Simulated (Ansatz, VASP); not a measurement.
## SnAu in VASP and in Ansatz

The input INCAR:

```
  PREC = Accurate
  ENCUT = 520
  EDIFF = 1E-6
  ISMEAR = 0
  SIGMA = 0.15
  LREAL = False
  LASPH = True
  NELM = 100
  ALGO = Fast
  ISIF = 2
  LWAVE = False
  LCHARG = True
  GGA = CA
  LELF = True
  LVHAR = True
  NBANDS = 33
```

File KPOINTS:

```
Automatic mesh
0
Gamma
  12 12 6
```

File POSCAR:

```
SnAu
1.0
    4.2941130349      0.0000000000      0.0000000000
   -2.1470565174      3.7188109749      0.0000000000
    0.0000000000      0.0000000000      5.5060357869
Sn Au
2 2
Direct
    0.3333333333      0.6666666667      0.2500000000
    0.6666666667      0.3333333333      0.7500000000
    0.0000000000      0.0000000000      0.0000000000
    0.0000000000      0.0000000000      0.5000000000
```

Input for Ansatz:

```yaml
crystal:
  lattice:
    - [4.2941130349, 0.0, 0.0]
    - [-2.1470565174, 3.7188109749, 0.0]
    - [0.0, 0.0, 5.5060357869]
  atoms:
    - { symbol: Sn, position: [0.3333333333, 0.6666666667, 0.25] }
    - { symbol: Sn, position: [0.6666666667, 0.3333333333, 0.75] }
    - { symbol: Au, position: [0.0, 0.0, 0.0] }
    - { symbol: Au, position: [0.0, 0.0, 0.5] }
basis:
  ecutwfc: 420
kpoints:
  mp_grid: { grid: [12, 12, 6] }
hamiltonian:
  xc: lda
scf:
  occupations: { method: gaussian, width: 0.15 }
output:
  forces: true
  stress: true
  eigenvalues: true
  write_density: true
  write_potential: true
  elf: true
  volumetric_format: npy
```

Alike in both runs: task single point; functional LDA; k mesh 12 × 12 × 6; occupations gaussian, width 0.15 eV; no spin polarisation.

|  | VASP | Ansatz |
| --- | --- | --- |
| version | VASP 6.6.1 | Ansatz 0.2.0 |
| potentials or method | VASP PAW LDA potentials, release 64 (Sn_d, Au), cutoff 520 eV | scalar-relativistic, plane waves, PAW |
| valence electrons in the cell | 50 | 66 |

Ansatz gave:

| Property | Result |
| --- | --- |
| gap on the k mesh at the Fermi level (eV) | none |
| pressure (GPa) | -0.2 |
| traceless stress, the component that is largest in VASP (GPa) | 0.07 |

Question: Which values does VASP return?

Answer: gap on the k mesh at the Fermi level (eV): none; pressure (GPa): -0.1; traceless stress, the component that is largest in VASP (GPa): 0.10.

LDA's correlation is that of Perdew and Zunger in VASP and of Perdew and Wang (1992) in Ansatz. A gap of «none» marks a metal or a gap that the smearing closes. VASP's potentials hold 50 valence electrons a cell and Ansatz's 66, so a difference there can come from the potentials and not from the codes.

Spin-orbit coupling is off throughout.
